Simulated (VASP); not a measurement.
# SiC12: single point with PBE

System: SiC12, a wire with vacuum.

```
CELL_PARAMETERS angstrom
4.93269 0.00000 0.00000
-1.23317 8.78588 0.00000
0.00000 0.00000 20.29071
ATOMIC_POSITIONS crystal
C 0.01970 0.07880 0.19713
C 0.51970 0.07880 0.19713
C 0.27463 0.09850 0.23117
C 0.77463 0.09850 0.23117
C 0.28448 0.13790 0.29924
C 0.78448 0.13790 0.29924
C 0.03930 0.15720 0.33240
C 0.53930 0.15720 0.33240
C 0.04968 0.19872 0.40354
C 0.54968 0.19872 0.40354
C 0.30407 0.21631 0.43324
C 0.80407 0.21631 0.43324
Si 0.67907 0.21631 0.51733
```

```yaml
Program: VASP 6.6.1
Task: single point
Functional: PBE
Potentials_or_basis: VASP PAW PBE potentials, release 64 (C, Si)
Cutoff: 520 eV
k_mesh: 6 × 3 × 1
Occupations: gaussian, width 0.1 eV
Spin: no spin polarisation
```

The largest force is 4.165 eV/Å. The band gap on the k mesh is zero (filled and empty bands overlap).

Forces on the atoms (eV/Å):
```
C    0.126  0.466  2.108
C   -0.108  0.529  2.007
C    0.037 -0.834 -3.518
C   -0.041 -0.906 -3.641
C    0.009  0.346  1.397
C    0.010  0.382  1.431
C    0.244  0.232  0.586
C   -0.225 -0.060  0.292
C    1.282 -0.218 -1.399
C   -1.244 -0.760 -3.901
C    1.219  0.264  2.225
C   -0.260  0.419  2.436
Si  -1.047  0.140 -0.023
```

Levels at points of the mesh, in eV from the Fermi level:
```csv
k point,band 24,band 25,band 26,band 27,band 28,band 29
"(0.00, 0.00, 0.00)",-0.61,-0.31,-0.14,0.33,0.93,1.22
"(0.50, 0.00, 0.00)",-1.59,-0.70,-0.06,-0.04,1.05,2.40
```

Wall time 17 min on 1 thread of Intel(R) Xeon(R) Platinum 8488C (Sapphire Rapids) (shared host), peak memory 0.99 GiB.
